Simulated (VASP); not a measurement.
Wanted: the native input for a VASP 6.6.1 run.

```yaml
Task: relaxation of cell and atoms
Functional: RPBE
Potentials_or_basis: VASP PAW PBE potentials, release 64 (Cu)
Cutoff: 600 eV
k_mesh: 16 × 16 × 16
Occupations: fermi-dirac, width 0.15 eV
Spin: no spin polarisation
Dipole_correction: no
Further_INCAR_settings: ALGO = Normal; EDIFF = 1e-07; IBRION = 2; EDIFFG = -0.001; NSW = 80; ISIF = 3
```

The structure of Cu lies in POSCAR:

```
Cu
1.0
    0.0000000000      1.8362773660      1.8362773660
    1.8362773660      0.0000000000      1.8362773660
    1.8362773660      1.8362773660      0.0000000000
Cu
1
Direct
    0.0000000000      0.0000000000      0.0000000000
```

These files were run (other wordings do the same):

INCAR

```
PREC = Accurate
ENCUT = 600
EDIFF = 1E-7
ISMEAR = -1
SIGMA = 0.15
LREAL = F
LASPH = T
NELM = 120
ALGO = Normal
ISIF = 3
LWAVE = F
LCHARG = F
GGA = RP
IBRION = 2
NSW = 80
EDIFFG = -0.001
GGA_COMPAT = F
NELMIN = 4
```

KPOINTS

```
Automatic mesh
0
Gamma
  16 16 16
```

Potentials or basis: VASP PAW PBE potentials, release 64 (Cu).

Launch:

```console
$ cat potpaw_PBE.64/Cu/POTCAR > POTCAR
$ mpirun -np 1 vasp_std > vasp.out
```

Results of the run:

The relaxed volume is 12.46 Å³/atom and the relaxed cell is a = 2.602 Å, b = 2.602 Å, c = 2.602 Å, α = 60.00°, β = 60.00°, γ = 60.00°. The space group after relaxing (to 0.1 Å) is Fm-3m (No. 225). The energy gained by relaxing is 0.2 meV/atom and the ionic steps are 4. The pressure after relaxing is 0.0 GPa. The band gap on the k mesh is zero (an odd number of electrons rules out a gap without spin polarisation).

Caveat: the PAW data sets were made with another functional, which shifts forces and pressure a little.

Wall time 41 s on 1 thread of Intel Xeon 8259CL, on a shared host, peak memory 0.16 GiB.
